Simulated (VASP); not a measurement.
Runs of VASP 6.6.1 on BaH2. The structure is that of space group P6_3/mmc (No. 194), or close to it. The cells are those of the table. 

```tsv
task	potentials or basis	cell	k mesh	cutoff (eV)	smearing	gap on the mesh (eV)	pressure (GPa)
relaxation of shape and atoms at fixed volume	VASP PAW PBE potentials, release 64 (Ba_sv, H)	relaxed from a = 4.274, b = 4.274, c = 5.551 Å, angles 90.0, 90.0, 120.0°, 6 atoms	9 × 9 × 6	600	gaussian 0.02 eV	(b)	5.1
single point	VASP PAW PBE potentials, release 64 (Ba_sv, H)	a = 4.478, b = 4.478, c = 6.112 Å, angles 90.0, 90.0, 120.0°, 6 atoms	9 × 9 × 6	520	gaussian 0.02 eV	(a)	-2.2
relaxation of cell and atoms	VASP PAW PBE potentials, release 64 (Ba_sv, H_h)	relaxed to 13 GPa from a = 4.462, b = 4.462, c = 6.055 Å, angles 90.0, 90.0, 120.0°, 6 atoms	6 × 6 × 4	910	gaussian 0.1 eV	1.57	12.8
relaxation of shape and atoms at fixed volume	VASP PAW PBE potentials, release 64 (Ba_sv, H)	relaxed from a = 4.308, b = 4.308, c = 5.643 Å, angles 90.0, 90.0, 120.0°, 6 atoms	9 × 9 × 6	600	gaussian 0.02 eV	1.62	3.5
relaxation of shape and atoms at fixed volume	VASP PAW PBE potentials, release 64 (Ba_sv, H)	relaxed from a = 4.340, b = 4.340, c = 5.737 Å, angles 90.0, 90.0, 120.0°, 6 atoms	9 × 9 × 6	600	gaussian 0.02 eV	1.58	2.0
```

Alike in all rows: level PBEsol; no spin polarisation.

Fill in the values left out.

(a) 1.41; (b) 1.67.

Caveats: the PAW data sets were made with another functional, which shifts forces and pressure a little; spin-orbit coupling is left out, which moves the levels of the heavy elements; the cell is relaxed towards a set pressure, so the run minimises the enthalpy, not the energy (at least some runs).

A k mesh can miss the band edges, and the runs leave out spin-orbit coupling on Ba.
